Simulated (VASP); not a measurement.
# Al4NF (P4/mmm) in VASP: further runs

Al4NF is run at these levels: PBE; tasks: single point, relaxation of cell and atoms.

All numbers are computed with VASP 6.6.1; they aren't measurements. Logs are shortened: lines on timing, memory, paths and dates and some standing lists are left out, and cuts for length are marked.

### 1 The cell of the first run

Symmetry: P4/mmm, No. 123, tetragonal system. The conventional cell has a = 3.409 Å, b = 3.409 Å, c = 5.876 Å, α = 90.00°, β = 90.00°, γ = 90.00°. Within 2.5 Å of Al (site symmetry mmm) lie 2 N at 1.70 Å and 8 Al at 2.36 to 2.41 Å. Within 2.2 Å of Al (site symmetry 4mm) lie 1 N at 1.63 Å. N (site symmetry 4/mmm) has 6 Al at 1.63 to 1.70 Å within 2.2 Å. F (site symmetry 4/mmm) has 16 Al at 2.74 to 3.40 Å and 4 F at 3.41 Å within 3.6 Å.

The cell was generated, and may not be a known phase.

### 2 Single point, PBE

The input, INCAR:

```
PREC = Accurate
ENCUT = 520
EDIFF = 1E-7
ISMEAR = 0
SIGMA = 0.1
LREAL = F
LASPH = T
NELM = 80
ALGO = Normal
ISIF = 2
LWAVE = F
LCHARG = F
GGA = PE
NBANDS = 21
```

The input, KPOINTS:

```
Automatic mesh
0
Gamma
  6 6 4
```

The input, POSCAR:

```
Al4NF
1.0
    3.4089482000      0.0000000000      0.0000000000
    0.0000000000      3.4089482000      0.0000000000
    0.0000000000      0.0000000000      5.8757905600
Al N F
4 1 1
Direct
    0.5000000000      0.0000000000      0.0000000000
    0.0000000000      0.5000000000      0.0000000000
    0.0000000000      0.0000000000      0.2770000100
    0.0000000000      0.0000000000      0.7229999900
    0.0000000000      0.0000000000      0.0000000000
    0.5000000000      0.5000000000      0.5000000000
```

Potentials or basis: VASP PAW PBE potentials, release 64 (Al, N, F).

Command:

```bash
$ cat potpaw_PBE.64/Al/POTCAR potpaw_PBE.64/N/POTCAR potpaw_PBE.64/F/POTCAR > POTCAR
$ mpirun -np 1 vasp_std > vasp.out
```

OUTCAR:

```text
PREC = Accurate
   ENCUT = 520
   EDIFF = 1E-7
   ISMEAR = 0
   LREAL = F
   LASPH = T
   NELM = 80
   ISIF = 2
   GGA = PE

 ion  position               nearest neighbor table
   1  0.500  0.000  0.000-   5 1.70   5 1.70   3 2.36   3 2.36   4 2.36   4 2.36   2 2.41   2 2.41
                             2 2.41   2 2.41
   2  0.000  0.500  0.000-   5 1.70   5 1.70   3 2.36   3 2.36   4 2.36   4 2.36   1 2.41   1 2.41
                             1 2.41   1 2.41
   3  0.000  0.000  0.277-   5 1.63   2 2.36   1 2.36   2 2.36   1 2.36   4 2.62   4 3.26
   4  0.000  0.000  0.723-   5 1.63   2 2.36   1 2.36   2 2.36   1 2.36   3 2.62   3 3.26
   5  0.000  0.000  0.000-   3 1.63   4 1.63   1 1.70   2 1.70   2 1.70   1 1.70
   6  0.500  0.500  0.500-

  LATTYP: Found a simple tetragonal cell.
 ALAT       =     3.4089482000
 C/A-ratio  =     1.7236373847

  Lattice vectors:

 A1 = (   3.4089482000,   0.0000000000,   0.0000000000)
 A2 = (   0.0000000000,   3.4089482000,   0.0000000000)
 A3 = (   0.0000000000,   0.0000000000,   5.8757905600)

Analysis of symmetry for initial positions (statically):
=====================================================================
 Subroutine PRICEL returns:
 Original cell was already a primitive cell.

 Routine SETGRP: Setting up the symmetry group for a
 simple tetragonal supercell.

 Subroutine GETGRP returns: Found 16 space group operations
 (whereof 16 operations were pure point group operations)
 out of a pool of 16 trial point group operations.

The static configuration has the point symmetry D_4h.

Analysis of symmetry for dynamics (positions and initial velocities):
=====================================================================
 Subroutine PRICEL returns:
 Original cell was already a primitive cell.

 Routine SETGRP: Setting up the symmetry group for a
 simple tetragonal supercell.

 Subroutine GETGRP returns: Found 16 space group operations
 (whereof 16 operations were pure point group operations)
 out of a pool of 16 trial point group operations.

The dynamic configuration has the point symmetry D_4h.

 Subroutine INISYM returns: Found 16 space group operations
 (whereof 16 operations are pure point group operations),
 and found     1 'primitive' translations

----------------------------------------------------------------------------------------

                                     Primitive cell

[... 100 lines left out ...]
   EDIFFG = 0.1E-05   stopping-criterion for IOM
   NSW    =      0    number of steps for IOM
   IBRION =     -1    ionic relax: 0-MD 1-quasi-New 2-CG
   NFREE  =      0    steps in history (QN), initial steepest desc. (CG)
   ISIF   =      2    stress and relaxation
   ISYM   =      2    0-nonsym 1-usesym 2-fastsym
   POTIM  = 0.5000    time-step for ionic-motion
   TEBEG  =    0.0;   TEEND  =   0.0 temperature during run
   PSTRESS=    0.0 pullay stress
   NELECT =      24.0000    total number of electrons
   NUPDOWN=      -1.0000    fix difference up-down
   EMIN   =  10.00;   EMAX   =-10.00  energy-range for DOS
   EFERMI =   0.00;   METHOD = LEGACY
   ISMEAR =     0;   SIGMA  =   0.10  broadening in eV -4-tet -1-fermi 0-gaus
   EFERMI_NEDOS =   21; number of points for ismear=-14 and -15
   IALGO  =     38    algorithm
   IMIX   =      4    mixing-type and parameters
     AMIX     =   0.40;   BMIX     =  1.00
     AMIX_MAG =   1.60;   BMIX_MAG =  1.00
  volume/ion in A,a.u.               =      11.38        76.80
  Fermi-wavevector in a.u.,A,eV,Ry     =   1.155339  2.183275 18.161177  1.334809
  Thomas-Fermi vector in A             =   2.291969
   LORBIT       =      0    0 simple, 1 ext, 2 COOP (PROOUT), +10 PAW based schemes
   GGA     = PE    functional components
   LHFCALC =     F    Hartree Fock is set to
   AEXX    =    0.0000 exact exchange contribution
   IVDW    =     0    specifies the selected vdW correction
   LEPSILON=     F    determine dielectric tensor
   LRPA    =     F    only Hartree local field effects (RPA)
 non-spin polarized calculation
 Gauss-broadening in eV      SIGMA  =   0.10
  energy-cutoff  :      520.00
  volume of cell :       68.28
 maximum number of plane-waves:      1859
 NGX is ok and might be reduce to    28
   NGX = 13   NGY = 13   NGZ = 21

 number of electron      23.9999984 magnetization

 Free energy of the ion-electron system (eV)
  ---------------------------------------------------
  ext. energy  EPLUGINS =         0.00000000
  ---------------------------------------------------
  free energy    TOTEN  =       -16.71198989 eV

  energy without entropy =      -16.70435031  energy(sigma->0) =      -16.70817010

 E-fermi :   8.8385     XC(G=0): -10.8521

 val. band max:        8.7894706181   @ k =   0.5000   0.3333   0.2500
 cond. band min:       8.8492461414   @ k =   0.1667   0.1667   0.2500
 fundamental gap:      0.0597755233
 Fermi energy:         8.8385218401

 k-point     1 :       0.0000    0.0000    0.0000
  band No.  band energies     occupation
      1     -13.5927      2.00000
      2     -13.3065      2.00000
      3      -2.9720      2.00000
      4      -1.5738      2.00000
      5      -1.5738      2.00000
      6       1.8319      2.00000
[... 565 lines left out ...]
     20      17.1615      0.00000
     21      18.2879      0.00000

 [... further k-points ...]

------------------------ aborting loop because EDIFF is reached ----------------------------------------

  FORCE on cell =-STRESS in cart. coord.  units (eV):
  Direction    XX          YY          ZZ          XY          YZ          ZX
  --------------------------------------------------------------------------------------
  -------------------------------------------------------------------------------------
  Total       27.5909579     27.5909579     45.4571087      0.0000000      0.0000000      0.0000000
  in kB      647.3963552    647.3963552   1066.6090889      0.0000000      0.0000000      0.0000000
  external PRESSURE =     787.1339331 kB  Pullay stress =       0.0000000 kB

 VOLUME and BASIS-vectors are now :
 -----------------------------------------------------------------------------
  energy-cutoff  :      520.00
  volume of cell :       68.28
      direct lattice vectors                 reciprocal lattice vectors
     3.408948200  0.000000000  0.000000000     0.293345613  0.000000000  0.000000000
     0.000000000  3.408948200  0.000000000     0.000000000  0.293345613  0.000000000
     0.000000000  0.000000000  5.875790560     0.000000000  0.000000000  0.170189865

 POSITION                                       TOTAL-FORCE (eV/Angst)
 -----------------------------------------------------------------------------------
      1.70447      0.00000      0.00000        -0.000000     -0.000000      0.000000
      0.00000      1.70447      0.00000        -0.000000     -0.000000      0.000000
      0.00000      0.00000      1.62759        -0.000000      0.000000     12.623182
      0.00000      0.00000      4.24820         0.000000     -0.000000    -12.623182
      0.00000      0.00000      0.00000        -0.000000     -0.000000      0.000000
      1.70447      1.70447      2.93790        -0.000000     -0.000000      0.000000
 -----------------------------------------------------------------------------------
    total drift:                                0.000000      0.000000      0.000000

  FREE ENERGIE OF THE ION-ELECTRON SYSTEM (eV)
  ---------------------------------------------------
  free  energy   TOTEN  =       -16.7119898918 eV

  energy  without entropy=      -16.7043503096  energy(sigma->0) =      -16.70817010
```

stdout:

```text
POSCAR found type information on POSCAR AlN F
 POSCAR found :  3 types and       6 ions
 scaLAPACK will be used
 LDA part: xc-table for (Slater+PW92), standard interpolation
 POSCAR, INCAR and KPOINTS ok, starting setup
 FFT: planning ... GRIDC
 FFT: planning ... GRID_SOFT
 FFT: planning ... GRID
 WAVECAR not read
 entering main loop
```

Wall time 44 s (1 thread of AMD EPYC 7R43 (Zen 3), shared host); peak memory 0.15 GiB.

Results:

```yaml
Free_energy: -16.7120 eV
Pressure: 78.7 GPa
Largest_force: 12.623 eV/Å
Band_gap_on_the_k_mesh: zero (bands 12 and 13 overlap by 2.18 eV)
```

Forces in eV/Å, atoms in the order of the input:
```
Al    0.000   0.000   0.000
Al    0.000   0.000   0.000
Al    0.000   0.000  12.623
Al    0.000   0.000 -12.623
N     0.000   0.000   0.000
F     0.000   0.000   0.000
```

Levels at points of the mesh, in eV from the Fermi level:
```
           k point  band 10  band 11  band 12  band 13  band 14  band 15
(0.00, 0.00, 0.00)    -3.31    -0.61     1.05     2.22     2.22     3.75
(0.50, 0.00, 0.00)    -1.89    -1.88    -0.47     0.62     1.05     1.26
(0.50, 0.50, 0.00)    -2.47    -2.47    -2.35     0.65     0.65     2.89
(0.00, 0.00, 0.50)    -3.43     0.52     0.77     1.29     2.31     2.31
(0.50, 0.00, 0.50)    -3.08    -1.67    -0.44     1.18     2.67     2.79
(0.50, 0.50, 0.50)    -1.78    -1.56    -1.56     0.12     0.12     1.86
```

Caveat: the stress differs along the axes, from 65 to 107 GPa; forces of over 1 eV/Å act on the atoms, so gaps and moduli don't describe the material at rest.

### 3 Single point, PBE

This run uses another cell than the first one, of 17.68 Å³/atom.

The input, INCAR:

```
SYSTEM = Al4NF
PREC = Accurate
ENCUT = 520
EDIFF = 1E-7
ISMEAR = 0
SIGMA = 0.1
LREAL = .FALSE.
LASPH = .TRUE.
NELM = 60
ALGO = Normal
ISIF = 2
LWAVE = .FALSE.
LCHARG = .TRUE.
GGA = PE
LELF = .TRUE.
LVHAR = .TRUE.
NBANDS = 21
```

The input, KPOINTS:

```
Automatic mesh
0
G
  6 6 4
  0 0 0
```

The input, POSCAR:

```
Al4NF
1.0
    3.6989192829      0.0000000000      0.0000000000
    0.0000000000      3.6989192829      0.0000000000
    0.0000000000      0.0000000000      7.7533829466
Al N F
4 1 1
Direct
    0.5000000000      0.0000000000      0.0000000000
    0.0000000000      0.5000000000      0.0000000000
    0.0000000000      0.0000000000      0.3296703651
    0.0000000000      0.0000000000      0.6703296349
    0.0000000000      0.0000000000      0.0000000000
    0.5000000000      0.5000000000      0.5000000000
```

Potentials or basis: VASP PAW PBE potentials, release 64 (Al, N, F).

Command:

```bash
$ cat potpaw_PBE.64/Al/POTCAR potpaw_PBE.64/N/POTCAR potpaw_PBE.64/F/POTCAR > POTCAR
$ mpirun -np 1 vasp_std > vasp.out
```

OUTCAR:

```text
SYSTEM = Al4NF
   PREC = Accurate
   ENCUT = 520
   EDIFF = 1E-7
   ISMEAR = 0
   LREAL = .FALSE.
   LASPH = .TRUE.
   NELM = 60
   ISIF = 2
   GGA = PE

 ion  position               nearest neighbor table
   1  0.500  0.000  0.000-   5 1.85   5 1.85   2 2.62   2 2.62   2 2.62   2 2.62   3 3.15   4 3.15
                             4 3.15   3 3.15
   2  0.000  0.500  0.000-   5 1.85   5 1.85   1 2.62   1 2.62   1 2.62   1 2.62   4 3.15   3 3.15
                             4 3.15   3 3.15
   3  0.000  0.000  0.330-   5 2.56   4 2.64   1 3.15   2 3.15   2 3.15   1 3.15
[... 788 lines left out ...]
  Total       -0.0870805     -0.0870805     -0.0069715      0.0000000      0.0000000      0.0000000
  in kB       -1.3151966     -1.3151966     -0.1052921      0.0000000      0.0000000      0.0000000
  external PRESSURE =      -0.9118951 kB  Pullay stress =       0.0000000 kB

 VOLUME and BASIS-vectors are now :
 -----------------------------------------------------------------------------
  energy-cutoff  :      520.00
  volume of cell :      106.08
      direct lattice vectors                 reciprocal lattice vectors
     3.698919283  0.000000000  0.000000000     0.270349235  0.000000000  0.000000000
     0.000000000  3.698919283  0.000000000     0.000000000  0.270349235  0.000000000
     0.000000000  0.000000000  7.753382947     0.000000000  0.000000000  0.128975959

 POSITION                                       TOTAL-FORCE (eV/Angst)
 -----------------------------------------------------------------------------------
      1.84946      0.00000      0.00000         0.000000      0.000000      0.000000
      0.00000      1.84946      0.00000         0.000000      0.000000      0.000000
      0.00000      0.00000      2.55606        -0.000000      0.000000     -0.006510
      0.00000      0.00000      5.19732         0.000000     -0.000000      0.006510
      0.00000      0.00000      0.00000         0.000000      0.000000      0.000000
      1.84946      1.84946      3.87669         0.000000      0.000000      0.000000
 -----------------------------------------------------------------------------------
    total drift:                                0.000000      0.000000      0.000000

  FREE ENERGIE OF THE ION-ELECTRON SYSTEM (eV)
  ---------------------------------------------------
  free  energy   TOTEN  =       -24.9198537913 eV

  energy  without entropy=      -24.9063077118  energy(sigma->0) =      -24.91308075
```

OSZICAR:

```text
N       E                     dE             d eps       ncg     rms          rms(c)
DAV:   1     0.790284601880E+02    0.79028E+02   -0.98528E+03  1260   0.956E+02
DAV:   2    -0.205729532997E+02   -0.99601E+02   -0.94772E+02  1597   0.173E+02
DAV:   3    -0.295817431273E+02   -0.90088E+01   -0.89078E+01  1580   0.538E+01
DAV:   4    -0.296855584043E+02   -0.10382E+00   -0.10374E+00  1429   0.656E+00
DAV:   5    -0.296870307804E+02   -0.14724E-02   -0.14723E-02  1551   0.788E-01    0.120E+01
DAV:   6    -0.251133289038E+02    0.45737E+01   -0.20682E+01  1451   0.291E+01    0.527E+00
DAV:   7    -0.249909582152E+02    0.12237E+00   -0.14937E+00  1290   0.857E+00    0.269E+00
DAV:   8    -0.249321635355E+02    0.58795E-01   -0.30879E-01  1581   0.329E+00    0.709E-01
DAV:   9    -0.249192156194E+02    0.12948E-01   -0.38901E-02  1560   0.142E+00    0.329E-01
DAV:  10    -0.249200849872E+02   -0.86937E-03   -0.13157E-02  1350   0.581E-01    0.239E-01
DAV:  11    -0.249198454635E+02    0.23952E-03   -0.14873E-03  1520   0.238E-01    0.497E-02
DAV:  12    -0.249198543532E+02   -0.88898E-05   -0.26032E-04  1345   0.113E-01    0.131E-02
DAV:  13    -0.249198537853E+02    0.56797E-06   -0.12816E-05  1617   0.232E-02    0.342E-03
DAV:  14    -0.249198539940E+02   -0.20869E-06   -0.17334E-06  1368   0.811E-03    0.172E-03
DAV:  15    -0.249198538489E+02    0.14503E-06   -0.34852E-07  1306   0.326E-03    0.642E-04
DAV:  16    -0.249198537913E+02    0.57625E-07   -0.38178E-08   700   0.163E-03
   1 F= -.24919854E+02 E0= -.24913081E+02  d E =-.135461E-01
```

Run time: 57 s. Hardware: 1 thread of AMD EPYC 7R43 (Zen 3), shared host; peak memory 0.19 GiB.

Results:

```yaml
Free_energy: -24.9199 eV
Pressure: -0.1 GPa
Largest_force: 0.007 eV/Å
Band_gap_on_the_k_mesh: zero (bands 12 and 13 overlap by 1.32 eV)
```

Forces in eV/Å, atoms in the order of the input:
```
Al   0.000  0.000  0.000
Al   0.000  0.000  0.000
Al   0.000  0.000 -0.007
Al   0.000  0.000  0.007
N    0.000  0.000  0.000
F    0.000  0.000  0.000
```

### 4 Relaxation of cell and atoms, PBE

The input, INCAR:

```
SYSTEM = Al4NF
  PREC = Accurate
  ENCUT = 600
  EDIFF = 1E-6
  ISMEAR = 0
  SIGMA = 0.1
  LREAL = .FALSE.
  LASPH = .TRUE.
  NELM = 80
  ALGO = Normal
  ISIF = 3
  LWAVE = .FALSE.
  LCHARG = .FALSE.
  GGA = PE
  IBRION = 2
  NSW = 90
  EDIFFG = -0.04
```

KPOINTS is that of step 3.

The input, POSCAR:

```
Al4NF
1.0
    3.4089482000      0.0000000000      0.0000000000
    0.0000000000      3.4089482000      0.0000000000
    0.0000000000      0.0000000000      5.8757905600
Al N F
4 1 1
Direct
    0.5000000000      0.0000000000      0.0000000000
    0.0000000000      0.5000000000      0.0000000000
    0.0000000000      0.0000000000      0.2770000100
    0.0000000000      0.0000000000      0.7229999900
    0.0000000000      0.0000000000      0.0000000000
    0.5000000000      0.5000000000      0.5000000000
```

Command:

```bash
$ cat potpaw_PBE.64/Al/POTCAR potpaw_PBE.64/N/POTCAR potpaw_PBE.64/F/POTCAR > POTCAR
$ mpirun -np 1 vasp_std > vasp.out
```

Run time: 4.4 min. Hardware: 1 thread of AMD EPYC 7R43 (Zen 3), shared host; peak memory 0.17 GiB.

The run converged. Its results:

* Free energy: -24.8031 eV
* Relaxed volume: 17.05 Å³/atom
* Relaxed cell: a = 3.714 Å, b = 3.714 Å, c = 7.418 Å, α = 90.00°, β = 90.00°, γ = 90.00°
* Space group after relaxing (to 0.1 Å): P4/mmm (No. 123)
* Energy gained by relaxing: 1348.0 meV/atom
* Ionic steps: 13
* Pressure after relaxing: -0.1 GPa
* Largest force after relaxing: 0.023 eV/Å
* Band gap on the k mesh: zero (bands 12 and 13 overlap by 1.62 eV)

Forces on the atoms (eV/Å):
```
Al   0.000  0.000  0.000
Al   0.000  0.000  0.000
Al   0.000  0.000  0.023
Al   0.000  0.000 -0.023
N    0.000  0.000  0.000
F    0.000  0.000  0.000
```

Step by step:
```csv
step,energy change (eV),largest force (eV/Å),pressure (GPa),volume (Å³)
1,0.0000,12.6237,78.70,68.28
2,-2.9075,11.7597,-5.21,139.19
3,-7.4823,3.6723,5.21,96.43
4,-7.4960,3.5174,5.79,95.72
5,-7.5080,3.2953,6.68,94.69
6,-8.0241,0.3734,-2.88,105.73
7,-8.0522,0.0182,-1.31,103.16
8,-8.0751,0.0894,0.09,101.48
9,-8.0770,0.1297,0.76,100.79
10,-8.0839,0.1116,0.48,101.35
11,-8.0863,0.0876,-0.08,102.53
12,-8.0872,0.0929,0.10,102.13
13,-8.0880,0.0232,-0.08,102.31
```

Final structure:
```xyz
6
Lattice="3.7138 0.0000 0.0000 0.0000 3.7138 0.0000 0.0000 0.0000 7.4176" Properties=species:S:1:pos:R:3 pbc="T T T"
Al    1.8569    0.0000    0.0000
Al    0.0000    1.8569    0.0000
Al    0.0000    3.7138    2.4124
Al    3.7138    3.7138    5.0052
N     0.0000    0.0000    0.0000
F     1.8569    1.8569    3.7088
```

Levels at points of the mesh, in eV from the Fermi level:
```tsv
k point	band 9	band 10	band 11	band 12	band 13	band 14	band 15	band 16
(0.00, 0.00, 0.00)	-3.30	-3.30	-0.52	1.02	1.53	3.68	4.12	4.12
(0.50, 0.00, 0.00)	-2.25	-1.43	-1.34	-0.52	-0.39	0.53	2.09	2.99
(0.50, 0.50, 0.00)	-3.49	-3.19	-0.89	-0.89	0.67	0.67	1.35	2.20
(0.00, 0.00, 0.50)	-3.30	-3.30	-1.21	0.84	1.59	3.46	3.46	3.99
(0.50, 0.00, 0.50)	-3.08	-2.33	-1.24	-0.97	0.98	1.99	2.30	2.71
(0.50, 0.50, 0.50)	-2.98	-2.80	-0.67	-0.59	-0.59	0.52	0.52	2.74
```

Caveat: the volume moved by over 15 % at a fixed basis, so the end points are rough.

### 5 The runs side by side

```csv
task,cell,cutoff (eV),gap on the mesh (eV),pressure (GPa),largest force (eV/Å)
single point,"a = 3.409, b = 3.409, c = 5.876 Å, 6 atoms, atomic positions A",520,none,78.7,12.62
single point,"a = 3.699, b = 3.699, c = 7.753 Å, 6 atoms, atomic positions B",520,none,-0.1,0.01
relaxation of cell and atoms,"relaxed from a = 3.409, b = 3.409, c = 5.876 Å, 6 atoms, atomic positions A",600,none,-0.1,0.02
```

Alike in all rows: level PBE; potentials or basis VASP PAW PBE potentials, release 64 (Al, N, F); no spin polarisation; k mesh 6 × 6 × 4; smearing gaussian 0.1 eV.

Caveats: the stress differs along the axes, from 65 to 107 GPa (at least some runs); forces of over 1 eV/Å act on the atoms, so gaps and moduli don't describe the material at rest (at least some runs); the volume moved by over 15 % at a fixed basis, so the end points are rough (at least some runs).

Total energies depend on the potentials used, so only differences within one code and one set of settings carry meaning.

The gap in the log of VASP goes by the Fermi energy; the results here count the filled bands.